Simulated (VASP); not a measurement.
# CuI (zincblende type) (F-43m) in VASP: notebook

CuI (zincblende type) is run at these levels: PBE, LDA; tasks: single point.

Program: VASP 6.6.1. These are calculated values, not measurements. Logs are shortened: lines on timing, memory, paths and dates and some standing lists are left out, and cuts for length are marked.

**1. The cell of the first run**

Symmetry: F-43m, No. 216, cubic system. Conventional cell: a = 6.079 Å, b = 6.079 Å, c = 6.079 Å, α = 90.00°, β = 90.00°, γ = 90.00°. Within 3.5 Å of Cu (site symmetry -43m) lie 4 I at 2.63 Å. I (site symmetry -43m) has 4 Cu at 2.63 Å within 3.5 Å.

**2. Single point, PBE**

File INCAR:

```
  PREC = Accurate
  ENCUT = 520
  EDIFF = 1E-7
  ISMEAR = -1
  SIGMA = 0.05
  LREAL = False
  LASPH = True
  NELM = 80
  ALGO = Normal
  ISIF = 2
  LWAVE = False
  LCHARG = False
  GGA = PE
  NBANDS = 16
```

File KPOINTS:

```
Automatic mesh
0
Gamma
  12 12 12
```

File POSCAR:

```
CuI
1.0
    0.0000000000      3.0395164954      3.0395164954
    3.0395164954      0.0000000000      3.0395164954
    3.0395164954      3.0395164954      0.0000000000
Cu I
1 1
Direct
    0.0000000000      0.0000000000      0.0000000000
    0.2500000000      0.2500000000      0.2500000000
```

Potentials or basis: VASP PAW PBE potentials, release 64 (Cu, I).

On the command line:

```sh
$ cat potpaw_PBE.64/Cu/POTCAR potpaw_PBE.64/I/POTCAR > POTCAR
$ mpirun -np 1 vasp_std > vasp.out
```

OUTCAR:

```text
PREC = Accurate
   ENCUT = 520
   EDIFF = 1E-7
   ISMEAR = -1
   LREAL = False
   LASPH = True
   NELM = 80
   ISIF = 2
   GGA = PE

 ion  position               nearest neighbor table
   1  0.000  0.000  0.000-   2 2.63   2 2.63   2 2.63   2 2.63
   2  0.250  0.250  0.250-   1 2.63   1 2.63   1 2.63   1 2.63

  LATTYP: Found a face centered cubic cell.
 ALAT       =     6.0790329908

  Lattice vectors:

 A1 = (   0.0000000000,   3.0395164954,   3.0395164954)
 A2 = (   3.0395164954,   0.0000000000,   3.0395164954)
 A3 = (   3.0395164954,   3.0395164954,   0.0000000000)

Analysis of symmetry for initial positions (statically):
=====================================================================
 Subroutine PRICEL returns:
 Original cell was already a primitive cell.

 Routine SETGRP: Setting up the symmetry group for a
 face centered cubic supercell.

 Subroutine GETGRP returns: Found 24 space group operations
 (whereof 24 operations were pure point group operations)
 out of a pool of 48 trial point group operations.

The static configuration has the point symmetry T_d .

Analysis of symmetry for dynamics (positions and initial velocities):
=====================================================================
 Subroutine PRICEL returns:
 Original cell was already a primitive cell.

 Routine SETGRP: Setting up the symmetry group for a
 face centered cubic supercell.

 Subroutine GETGRP returns: Found 24 space group operations
 (whereof 24 operations were pure point group operations)
 out of a pool of 48 trial point group operations.

The dynamic configuration has the point symmetry T_d .

 Subroutine INISYM returns: Found 24 space group operations
 (whereof 24 operations are pure point group operations),
 and found     1 'primitive' translations

----------------------------------------------------------------------------------------

                                     Primitive cell

  volume of cell :      56.1621

  direct lattice vectors                    reciprocal lattice vectors
     0.000000000  3.039516495  3.039516495    -0.164499848  0.164499848  0.164499848
     3.039516495  0.000000000  3.039516495     0.164499848 -0.164499848  0.164499848
     3.039516495  3.039516495  0.000000000     0.164499848  0.164499848 -0.164499848

  length of vectors
     4.298525451  4.298525451  4.298525451     0.284922094  0.284922094  0.284922094

  position of ions in fractional coordinates (direct lattice)
     0.000000000  0.000000000  0.000000000
     0.250000000  0.250000000  0.250000000

  ion indices of the primitive-cell ions
   primitive index   ion index
                 1           1
                 2           2

----------------------------------------------------------------------------------------

 KPOINTS: Automatic mesh

Automatic generation of k-mesh.
 Grid dimensions read from file:
 generate k-points for:   12   12   12

 Generating k-lattice:

  Cartesian coordinates                     Fractional coordinates (reciprocal lattice)
    -0.013708321  0.013708321  0.013708321     0.083333333  0.000000000  0.000000000
     0.013708321 -0.013708321  0.013708321     0.000000000  0.083333333  0.000000000
     0.013708321  0.013708321 -0.013708321     0.000000000  0.000000000  0.083333333

  Length of vectors
     0.023743508  0.023743508  0.023743508

  Shift w.r.t. Gamma in fractional coordinates (k-lattice)
     0.000000000  0.000000000  0.000000000

 Subroutine IBZKPT returns following result:
 ===========================================

 Found     72 irreducible k-points:

 Following reciprocal coordinates:
            Coordinates               Weight
  0.000000  0.000000  0.000000      1.000000
  0.083333  0.000000  0.000000      8.000000
  0.166667  0.000000  0.000000      8.000000
  0.250000  0.000000  0.000000      8.000000
  0.333333  0.000000  0.000000      8.000000
  0.416667  0.000000  0.000000      8.000000
[... 16 lines left out ...]
  0.500000  0.166667  0.000000     24.000000
 -0.416667  0.166667  0.000000     24.000000
 [... further k-points ...]
   k-points           NKPTS =     72   k-points in BZ     NKDIM =     72   number of bands    NBANDS=     16
   number of dos      NEDOS =    301   number of ions     NIONS =      2
   total plane-waves  NPLWV =  32768
   dimension x,y,z NGX =    32 NGY =   32 NGZ =   32
   dimension x,y,z NGXF=    64 NGYF=   64 NGZF=   64
   ions per type =               1   1
   NGX,Y,Z   is equivalent  to a cutoff of  12.38, 12.38, 12.38 a.u.
   NGXF,Y,Z  is equivalent  to a cutoff of  24.75, 24.75, 24.75 a.u.
 SYSTEM =  unknown system
   PREC   = accura    normal or accurate (medium, high low for compatibility)
   ISTART =      0    job   : 0-new  1-cont  2-samecut
   ICHARG =      2    charge: 1-file 2-atom 10-const
   ISPIN  =      1    spin polarized calculation?
   LNONCOLLINEAR =      F non collinear calculations
   LSORBIT =      F    spin-orbit coupling
   LASPH  =      T    aspherical Exc in radial PAW
   ENCUT  =  520.0 eV  38.22 Ry    6.18 a.u.   7.99  7.99  7.99*2*pi/ulx,y,z
   NELM   =     80;   NELMIN=  2; NELMDL= -5     # of ELM steps
   EDIFF  = 0.1E-06   stopping-criterion for ELM
   LREAL  =      F    real-space projection
   EDIFFG = 0.1E-05   stopping-criterion for IOM
   NSW    =      0    number of steps for IOM
   IBRION =     -1    ionic relax: 0-MD 1-quasi-New 2-CG
   NFREE  =      0    steps in history (QN), initial steepest desc. (CG)
   ISIF   =      2    stress and relaxation
   ISYM   =      2    0-nonsym 1-usesym 2-fastsym
   POTIM  = 0.5000    time-step for ionic-motion
   TEBEG  =    0.0;   TEEND  =   0.0 temperature during run
   PSTRESS=    0.0 pullay stress
   NELECT =      18.0000    total number of electrons
   NUPDOWN=      -1.0000    fix difference up-down
   EMIN   =  10.00;   EMAX   =-10.00  energy-range for DOS
   EFERMI =   0.00;   METHOD = LEGACY
   ISMEAR =    -1;   SIGMA  =   0.05  broadening in eV -4-tet -1-fermi 0-gaus
   EFERMI_NEDOS =   21; number of points for ismear=-14 and -15
   IALGO  =     38    algorithm
   IMIX   =      4    mixing-type and parameters
     AMIX     =   0.40;   BMIX     =  1.00
     AMIX_MAG =   1.60;   BMIX_MAG =  1.00
  volume/ion in A,a.u.               =      28.08       189.50
  Fermi-wavevector in a.u.,A,eV,Ry     =   1.120343  2.117142 17.077616  1.255169
  Thomas-Fermi vector in A             =   2.256989
   LORBIT       =      0    0 simple, 1 ext, 2 COOP (PROOUT), +10 PAW based schemes
   GGA     = PE    functional components
   LHFCALC =     F    Hartree Fock is set to
   AEXX    =    0.0000 exact exchange contribution
   IVDW    =     0    specifies the selected vdW correction
   LEPSILON=     F    determine dielectric tensor
   LRPA    =     F    only Hartree local field effects (RPA)
 non-spin polarized calculation
  energy-cutoff  :      520.00
  volume of cell :       56.16
 maximum number of plane-waves:      1540
   NGX = 15   NGY = 15   NGZ = 15

 number of electron      18.0000011 magnetization

 Free energy of the ion-electron system (eV)
  ---------------------------------------------------
  ext. energy  EPLUGINS =         0.00000000
  ---------------------------------------------------
  free energy    TOTEN  =        -5.56285040 eV

  energy without entropy =       -5.56285032  energy(sigma->0) =       -5.56285036

 E-fermi :   4.9715     XC(G=0):  -8.9004

 val. band max:        4.3448923386   @ k =   0.0000   0.0000   0.0000
 cond. band min:       5.4677311644   @ k =   0.0000   0.0000   0.0000
 fundamental gap:      1.1228388258
 Fermi energy:         4.9714835393

 k-point     1 :       0.0000    0.0000    0.0000
  band No.  band energies     occupation
      1      -9.6240      2.00000
      2       0.7418      2.00000
      3       0.7418      2.00000
      4       0.7418      2.00000
      5       2.5264      2.00000
      6       2.5264      2.00000
[... 8 lines left out ...]
     15      13.9081      0.00000
     16      13.9081      0.00000

 k-point     2 :       0.0833    0.0000    0.0000
  band No.  band energies     occupation
      1      -9.5918      2.00000
      2       0.6064      2.00000
      3       0.7443      2.00000
      4       0.7443      2.00000
      5       2.5234      2.00000
      6       2.5234      2.00000
[... 8 lines left out ...]
     15      13.5111      0.00000
     16      13.5111      0.00000

 k-point     3 :       0.1667    0.0000    0.0000
  band No.  band energies     occupation
      1      -9.5014      2.00000
      2       0.2396      2.00000
      3       0.7505      2.00000
      4       0.7505      2.00000
      5       2.5178      2.00000
      6       2.5178      2.00000
[... 8 lines left out ...]
     15      13.0809      0.00000
     16      13.4799      0.00000

 k-point     4 :       0.2500    0.0000    0.0000
  band No.  band energies     occupation
      1      -9.3713      2.00000
      2      -0.2502      2.00000
      3       0.7570      2.00000
      4       0.7570      2.00000
      5       2.5176      2.00000
      6       2.5176      2.00000
[... 8 lines left out ...]
     15      13.0597      0.00000
     16      13.2661      0.00000

 k-point     5 :       0.3333    0.0000    0.0000
  band No.  band energies     occupation
      1      -9.2327      2.00000
      2      -0.7253      2.00000
      3       0.7611      2.00000
      4       0.7611      2.00000
      5       2.5284      2.00000
      6       2.5284      2.00000
[... 8 lines left out ...]
     15      13.5564      0.00000
     16      13.5564      0.00000

 k-point     6 :       0.4167    0.0000    0.0000
  band No.  band energies     occupation
      1      -9.1249      2.00000
      2      -1.0650      2.00000
      3       0.7625      2.00000
      4       0.7625      2.00000
      5       2.5453      2.00000
      6       2.5453      2.00000
[... 8 lines left out ...]
     15      14.4438      0.00000
     16      14.4438      0.00000
[... 267 lines left out ...]
 k-point    21 :       0.3333    0.1667    0.0000
  band No.  band energies     occupation
      1      -9.2382      2.00000
      2      -0.4820      2.00000
      3       0.6313      2.00000
      4       0.7040      2.00000
      5       2.4592      2.00000
      6       2.5639      2.00000
[... 8 lines left out ...]
     15      14.4510      0.00000
     16      14.8457      0.00000

 k-point    22 :       0.4167    0.1667    0.0000
  band No.  band energies     occupation
      1      -9.1192      2.00000
      2      -0.8036      2.00000
      3       0.5356      2.00000
      4       0.7134      2.00000
      5       2.4798      2.00000
      6       2.5684      2.00000
[... 8 lines left out ...]
     15      14.7345      0.00000
     16      15.0995      0.00000

 k-point    23 :       0.5000    0.1667    0.0000
  band No.  band energies     occupation
      1      -9.0412      2.00000
      2      -0.9967      2.00000
      3       0.4368      2.00000
      4       0.7309      2.00000
      5       2.4914      2.00000
      6       2.5596      2.00000
[... 8 lines left out ...]
     15      15.0171      0.00000
     16      15.2375      0.00000

 k-point    24 :      -0.4167    0.1667    0.0000
  band No.  band energies     occupation
      1      -9.0306      2.00000
      2      -1.0107      2.00000
      3       0.3735      2.00000
      4       0.7531      2.00000
      5       2.4926      2.00000
      6       2.5339      2.00000
[... 8 lines left out ...]
     15      14.1395      0.00000
     16      14.9135      0.00000

 [... further k-points ...]
[... 5 lines left out ...]
  --------------------------------------------------------------------------------------
  -------------------------------------------------------------------------------------
  Total        0.0042961      0.0042961      0.0042961      0.0000000     -0.0000000     -0.0000000
  in kB        0.1225588      0.1225588      0.1225588      0.0000000     -0.0000000     -0.0000000
  external PRESSURE =       0.1225588 kB  Pullay stress =       0.0000000 kB

 VOLUME and BASIS-vectors are now :
 -----------------------------------------------------------------------------
  energy-cutoff  :      520.00
  volume of cell :       56.16
      direct lattice vectors                 reciprocal lattice vectors
     0.000000000  3.039516495  3.039516495    -0.164499848  0.164499848  0.164499848
     3.039516495  0.000000000  3.039516495     0.164499848 -0.164499848  0.164499848
     3.039516495  3.039516495  0.000000000     0.164499848  0.164499848 -0.164499848

 POSITION                                       TOTAL-FORCE (eV/Angst)
 -----------------------------------------------------------------------------------
      0.00000      0.00000      0.00000         0.000000      0.000000      0.000000
      1.51976      1.51976      1.51976        -0.000000     -0.000000     -0.000000
 -----------------------------------------------------------------------------------
    total drift:                               -0.000001     -0.000001     -0.000001

  FREE ENERGIE OF THE ION-ELECTRON SYSTEM (eV)
  ---------------------------------------------------
  free  energy   TOTEN  =        -5.5628503973 eV

  energy  without entropy=       -5.5628503240  energy(sigma->0) =       -5.56285036
```

Run time: 70 s. Hardware: 1 thread of Oxide Virtual Turin-like, shared host; peak memory 0.18 GiB.

What came out:

```
Free energy            : -5.5629 eV
Pressure               : 0.0 GPa
Band gap on the k mesh : 1.12 eV
```

Caveat: spin-orbit coupling is left out, which moves the levels of the heavy elements. A k mesh can miss the band edges.

[end of part 1 of 2]
